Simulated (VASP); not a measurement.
Fe, 2 atoms in the cell. Symmetry: Fmmm, No. 69, orthorhombic system. The conventional cell has a = 3.400 Å, b = 3.452 Å, c = 3.710 Å, α = 90.00°, β = 90.00°, γ = 90.00°. Fe (site symmetry mmm) has 12 Fe at 2.42 to 2.53 Å within 3.2 Å. 

```yaml
Program: VASP 6.6.1
Task: single point
Functional: PBE
Potentials_or_basis: VASP PAW PBE potentials, release 64 (Fe)
Cutoff: 520 eV
k_mesh: 10 × 10 × 7
Occupations: fermi-dirac, width 0.05 eV
Spin: collinear spin, antiferromagnetic start
Starting_moments: "[-3.0, 3.0] μB"
Dipole_correction: no
Further_INCAR_settings: ALGO = Normal; EDIFF = 1e-06; NBANDS = 19
```

Potentials or basis: VASP PAW PBE potentials, release 64 (Fe).

The run is started by

```bash
$ cat potpaw_PBE.64/Fe/POTCAR > POTCAR
$ mpirun -np 1 vasp_std > vasp.out
```

Hardware: 1 thread of Intel(R) Xeon(R) 6975P-C (Granite Rapids) (shared host).

Q: How long does it take, and how much memory?

A: Wall time 33 s on 1 thread of Intel(R) Xeon(R) 6975P-C (Granite Rapids), on a shared host, peak memory 0.18 GiB. Counts: scf iterations 13, k points 124.
